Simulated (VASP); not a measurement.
# Hf4C (P2/m) in VASP: further runs

Hf4C is run at these levels: PBE; tasks: single point, relaxation of cell and atoms.

Everything below comes from runs of VASP 6.6.1. Logs are shortened: lines on timing, memory, paths and dates and some standing lists are left out, and cuts for length are marked.

## 1. The cell of the first run

Symmetry: P2/m, No. 10, monoclinic system. The conventional cell has a = 5.229 Å, b = 3.265 Å, c = 5.617 Å, α = 90.00°, β = 90.25°, γ = 90.00°. Hf (site symmetry m) has 1 C at 2.27 Å within 3.0 Å. Hf (site symmetry m) has 2 C at 2.27 Å within 3.0 Å. Within 3.0 Å of C (site symmetry 2/m) lie 6 Hf at 2.27 Å.

## 2. Single point, PBE

INCAR

```
SYSTEM = Hf4C
PREC = Accurate ; ENCUT = 520
EDIFF = 1E-6 ; ISMEAR = 0
SIGMA = 0.2 ; LREAL = .False.
LASPH = .True. ; NELM = 100
ALGO = Normal ; ISIF = 2
LWAVE = .False. ; LCHARG = .True.
GGA = PE ; LELF = .True.
LVHAR = .True. ; NBANDS = 30
```

KPOINTS

```
regular mesh
0
Gamma
  3 5 3
  0 0 0
```

POSCAR

```
Hf4C
1.0
    5.2288107538      0.0000000000      0.0113301545
    0.0000000000      3.2645050738      0.0000000000
    0.0125538112      0.0000000000      5.6165617700
Hf C
4 1
Direct
    0.7398244935      0.0000000000      0.6770153522
    0.2601755065      0.0000000000      0.3229846478
    0.2453377446      0.5000000000      0.8356041939
    0.7546622554      0.5000000000      0.1643958061
    0.0000000000      0.0000000000      0.0000000000
```

Potentials or basis: VASP PAW PBE potentials, release 64 (Hf_pv, C).

Started as:

```sh
$ cat potpaw_PBE.64/Hf_pv/POTCAR potpaw_PBE.64/C/POTCAR > POTCAR
$ mpirun -np 1 vasp_std > vasp.out
```

OUTCAR:

```text
SYSTEM = Hf4C
   PREC = Accurate
   ENCUT = 520
   EDIFF = 1E-6
   ISMEAR = 0
   LREAL = .False.
   LASPH = .True.
   NELM = 100
   ISIF = 2
   GGA = PE

 ion  position               nearest neighbor table
   1  0.740  0.000  0.677-   5 2.27   3 3.18   3 3.18   4 3.19   4 3.19   2 3.21   3 3.23   3 3.23
                             4 3.31   4 3.31   2 3.36
   2  0.260  0.000  0.323-   5 2.27   4 3.18   4 3.18   3 3.19   3 3.19   1 3.21   4 3.23   4 3.23
                             3 3.31   3 3.31   1 3.36
   3  0.245  0.500  0.836-   5 2.27   5 2.27   4 3.15   1 3.18   1 3.18   2 3.19   2 3.19   1 3.23
                             1 3.23   4 3.25   2 3.31   2 3.31
   4  0.755  0.500  0.164-   5 2.27   5 2.27   3 3.15   2 3.18   2 3.18   1 3.19   1 3.19   2 3.23
                             2 3.23   3 3.25   1 3.31   1 3.31
   5  0.000  0.000  0.000-   3 2.27   4 2.27   3 2.27   4 2.27   1 2.27   2 2.27

  LATTYP: Found a simple monoclinic cell.
 ALAT       =     5.2288230293
 B/A-ratio  =     0.6243288510
 C/A-ratio  =     1.0741567975
 COS(beta)  =    -0.0044019906

  Lattice vectors:

 A1 = (   5.2288107538,   0.0000000000,   0.0113301545)
 A2 = (   0.0000000000,  -3.2645050738,   0.0000000000)
 A3 = (  -0.0125538112,   0.0000000000,  -5.6165617700)

Analysis of symmetry for initial positions (statically):
=====================================================================
 Subroutine PRICEL returns:
 Original cell was already a primitive cell.

 Routine SETGRP: Setting up the symmetry group for a
 simple monoclinic supercell.

 Subroutine GETGRP returns: Found  4 space group operations
 (whereof  4 operations were pure point group operations)
 out of a pool of  4 trial point group operations.

The static configuration has the point symmetry C_2h.

Analysis of symmetry for dynamics (positions and initial velocities):
=====================================================================
 Subroutine PRICEL returns:
 Original cell was already a primitive cell.

 Routine SETGRP: Setting up the symmetry group for a
 simple monoclinic supercell.

 Subroutine GETGRP returns: Found  4 space group operations
 (whereof  4 operations were pure point group operations)
 out of a pool of  4 trial point group operations.

The dynamic configuration has the point symmetry C_2h.

 Subroutine INISYM returns: Found  4 space group operations
 (whereof  4 operations are pure point group operations),
 and found     1 'primitive' translations

----------------------------------------------------------------------------------------

                                     Primitive cell

  volume of cell :      95.8713

  direct lattice vectors                    reciprocal lattice vectors
     5.228810754  0.000000000  0.011330155     0.191249003  0.000000000 -0.000427469
     0.000000000  3.264505074  0.000000000     0.000000000  0.306325148  0.000000000
     0.012553811  0.000000000  5.616561770    -0.000385802  0.000000000  0.178045731

  length of vectors
     5.228823029  3.264505074  5.616575800     0.191249481  0.306325148  0.178046148

  position of ions in fractional coordinates (direct lattice)
     0.739824494  0.000000000  0.677015352
     0.260175506  0.000000000  0.322984648
     0.245337745  0.500000000  0.835604194
     0.754662255  0.500000000  0.164395806
     0.000000000  0.000000000  0.000000000

  ion indices of the primitive-cell ions
   primitive index   ion index
                 1           1
                 2           2
                 3           3
                 4           4
                 5           5

----------------------------------------------------------------------------------------

 KPOINTS: regular mesh

Automatic generation of k-mesh.
 Grid dimensions read from file:
 generate k-points for:    3    5    3

 Generating k-lattice:

  Cartesian coordinates                     Fractional coordinates (reciprocal lattice)
     0.063749668  0.000000000 -0.000142490     0.333333333  0.000000000  0.000000000
     0.000000000  0.061265030  0.000000000     0.000000000  0.200000000  0.000000000
    -0.000128601  0.000000000  0.059348577     0.000000000  0.000000000  0.333333333

  Length of vectors
     0.063749827  0.061265030  0.059348716

  Shift w.r.t. Gamma in fractional coordinates (k-lattice)
     0.000000000  0.000000000  0.000000000

 Subroutine IBZKPT returns following result:
 ===========================================

 Found     15 irreducible k-points:

 Following reciprocal coordinates:
            Coordinates               Weight
  0.000000  0.000000  0.000000      1.000000
  0.333333  0.000000  0.000000      2.000000
  0.000000  0.200000  0.000000      2.000000
  0.333333  0.200000  0.000000      4.000000
  0.000000  0.400000  0.000000      2.000000
  0.333333  0.400000  0.000000      4.000000
  0.000000  0.000000  0.333333      2.000000
  0.333333  0.000000  0.333333      2.000000
 -0.333333  0.000000  0.333333      2.000000
  0.000000  0.200000  0.333333      4.000000
  0.333333  0.200000  0.333333      4.000000
 -0.333333  0.200000  0.333333      4.000000
  0.000000  0.400000  0.333333      4.000000
  0.333333  0.400000  0.333333      4.000000
 -0.333333  0.400000  0.333333      4.000000
   k-points           NKPTS =     15   k-points in BZ     NKDIM =     15   number of bands    NBANDS=     30
   number of dos      NEDOS =    301   number of ions     NIONS =      5
   total plane-waves  NPLWV =  40320
   dimension x,y,z NGX =    40 NGY =   24 NGZ =   42
   dimension x,y,z NGXF=    80 NGYF=   48 NGZF=   84
   ions per type =               4   1
   NGX,Y,Z   is equivalent  to a cutoff of  12.72, 12.22, 12.43 a.u.
   NGXF,Y,Z  is equivalent  to a cutoff of  25.44, 24.44, 24.86 a.u.
 SYSTEM =  Hf4C
   PREC   = accura    normal or accurate (medium, high low for compatibility)
   ISTART =      0    job   : 0-new  1-cont  2-samecut
   ICHARG =      2    charge: 1-file 2-atom 10-const
   ISPIN  =      1    spin polarized calculation?
   LNONCOLLINEAR =      F non collinear calculations
   LSORBIT =      F    spin-orbit coupling
   LASPH  =      T    aspherical Exc in radial PAW
   ENCUT  =  520.0 eV  38.22 Ry    6.18 a.u.   9.72  6.07 10.44*2*pi/ulx,y,z
   NELM   =    100;   NELMIN=  2; NELMDL= -5     # of ELM steps
   EDIFF  = 0.1E-05   stopping-criterion for ELM
   LREAL  =      F    real-space projection
   EDIFFG = 0.1E-04   stopping-criterion for IOM
   NSW    =      0    number of steps for IOM
   IBRION =     -1    ionic relax: 0-MD 1-quasi-New 2-CG
   NFREE  =      0    steps in history (QN), initial steepest desc. (CG)
   ISIF   =      2    stress and relaxation
   ISYM   =      2    0-nonsym 1-usesym 2-fastsym
   POTIM  = 0.5000    time-step for ionic-motion
   TEBEG  =    0.0;   TEEND  =   0.0 temperature during run
   PSTRESS=    0.0 pullay stress
   NELECT =      44.0000    total number of electrons
   NUPDOWN=      -1.0000    fix difference up-down
   EMIN   =  10.00;   EMAX   =-10.00  energy-range for DOS
   EFERMI =   0.00;   METHOD = LEGACY
   ISMEAR =     0;   SIGMA  =   0.20  broadening in eV -4-tet -1-fermi 0-gaus
   EFERMI_NEDOS =   21; number of points for ismear=-14 and -15
   IALGO  =     38    algorithm
   IMIX   =      4    mixing-type and parameters
     AMIX     =   0.40;   BMIX     =  1.00
     AMIX_MAG =   1.60;   BMIX_MAG =  1.00
  volume/ion in A,a.u.               =      19.17       129.39
  Fermi-wavevector in a.u.,A,eV,Ry     =   1.262785  2.386318 21.696211  1.594626
  Thomas-Fermi vector in A             =   2.396176
   LORBIT       =      0    0 simple, 1 ext, 2 COOP (PROOUT), +10 PAW based schemes
   GGA     = PE    functional components
   LHFCALC =     F    Hartree Fock is set to
   AEXX    =    0.0000 exact exchange contribution
   IVDW    =     0    specifies the selected vdW correction
   LEPSILON=     F    determine dielectric tensor
   LRPA    =     F    only Hartree local field effects (RPA)
 non-spin polarized calculation
 Gauss-broadening in eV      SIGMA  =   0.20
  energy-cutoff  :      520.00
  volume of cell :       95.87
 maximum number of plane-waves:      2596
   NGX = 19   NGY = 13   NGZ = 21

 number of electron      44.0000006 magnetization

 Free energy of the ion-electron system (eV)
  ---------------------------------------------------
  ext. energy  EPLUGINS =         0.00000000
  ---------------------------------------------------
  free energy    TOTEN  =       -50.65377017 eV

  energy without entropy =      -50.56677391  energy(sigma->0) =      -50.61027204

 E-fermi :   4.6413     XC(G=0): -11.3541

 val. band max:        4.6231208999   @ k =  -0.3333   0.0000   0.3333
 cond. band min:       4.7432508467   @ k =   0.3333   0.4000   0.3333
 fundamental gap:      0.1201299469
 Fermi energy:         4.6412843925

 k-point     1 :       0.0000    0.0000    0.0000
  band No.  band energies     occupation
      1     -25.9717      2.00000
      2     -25.8587      2.00000
      3     -25.7474      2.00000
      4     -25.6827      2.00000
      5     -25.5444      2.00000
      6     -25.4592      2.00000
[... 22 lines left out ...]
     29       7.6062      0.00000
     30       8.5173      0.00000

 k-point     2 :       0.3333    0.0000    0.0000
  band No.  band energies     occupation
      1     -25.9139      2.00000
      2     -25.8435      2.00000
      3     -25.7979      2.00000
      4     -25.5932      2.00000
      5     -25.5136      2.00000
      6     -25.4683      2.00000
[... 22 lines left out ...]
     29       8.3332      0.00000
     30       8.5081      0.00000

 k-point     3 :       0.0000    0.2000    0.0000
  band No.  band energies     occupation
      1     -25.9090      2.00000
      2     -25.8124      2.00000
      3     -25.7046      2.00000
      4     -25.6406      2.00000
      5     -25.6349      2.00000
      6     -25.5652      2.00000
[... 385 lines left out ...]
     29       8.9298      0.00000
     30       9.2789      0.00000

 k-point    15 :      -0.3333    0.4000    0.3333
  band No.  band energies     occupation
      1     -25.8897      2.00000
      2     -25.8801      2.00000
      3     -25.8409      2.00000
      4     -25.7928      2.00000
      5     -25.6255      2.00000
      6     -25.5078      2.00000
[... 22 lines left out ...]
     29       8.9598      0.00000
     30       9.5129      0.00000

------------------------ aborting loop because EDIFF is reached ----------------------------------------

  FORCE on cell =-STRESS in cart. coord.  units (eV):
  Direction    XX          YY          ZZ          XY          YZ          ZX
  --------------------------------------------------------------------------------------
  -------------------------------------------------------------------------------------
  Total       -0.2092263     -0.2455932     -0.4764193      0.0000000      0.0000000     -0.1551578
  in kB       -3.4965373     -4.1042922     -7.9618000      0.0000000      0.0000000     -2.5929573
  external PRESSURE =      -5.1875432 kB  Pullay stress =       0.0000000 kB

 VOLUME and BASIS-vectors are now :
 -----------------------------------------------------------------------------
  energy-cutoff  :      520.00
  volume of cell :       95.87
      direct lattice vectors                 reciprocal lattice vectors
     5.228810754  0.000000000  0.011330155     0.191249003  0.000000000 -0.000427469
     0.000000000  3.264505074  0.000000000     0.000000000  0.306325148  0.000000000
     0.012553811  0.000000000  5.616561770    -0.000385802  0.000000000  0.178045731

 POSITION                                       TOTAL-FORCE (eV/Angst)
 -----------------------------------------------------------------------------------
      3.87690      0.00000      3.81088         0.061925      0.000000      0.048250
      1.36446      0.00000      1.81701        -0.061925      0.000000     -0.048250
      1.29331      1.63225      4.69600        -0.023445     -0.000000      0.053699
      3.94805      1.63225      0.93189         0.023445      0.000000     -0.053699
      0.00000      0.00000      0.00000         0.000000      0.000000      0.000000
 -----------------------------------------------------------------------------------
    total drift:                                0.000000     -0.000000      0.000000

  FREE ENERGIE OF THE ION-ELECTRON SYSTEM (eV)
  ---------------------------------------------------
  free  energy   TOTEN  =       -50.6537701679 eV

  energy  without entropy=      -50.5667739060  energy(sigma->0) =      -50.61027204
```

Run time: 44 s. Hardware: 1 thread of Intel Xeon Platinum 8488C (Sapphire Rapids), shared host; peak memory 0.2 GiB.

What came out:

* Free energy: -50.6538 eV
* Pressure: -0.5 GPa
* Largest force: 0.079 eV/Å
* Band gap on the k mesh: zero (band 22 reaches 5.17 eV, above the bottom of band 23 at 4.33 eV)

Forces in eV/Å, atoms in the order of the input:
```
Hf   0.062  0.000  0.048
Hf  -0.062  0.000 -0.048
Hf  -0.023  0.000  0.054
Hf   0.023  0.000 -0.054
C    0.000  0.000  0.000
```

Caveat: the k points lie up to 0.40 Å⁻¹ apart; spin-orbit coupling is left out, which moves the levels of the heavy elements.

(Part 1 of 2 ends here.)
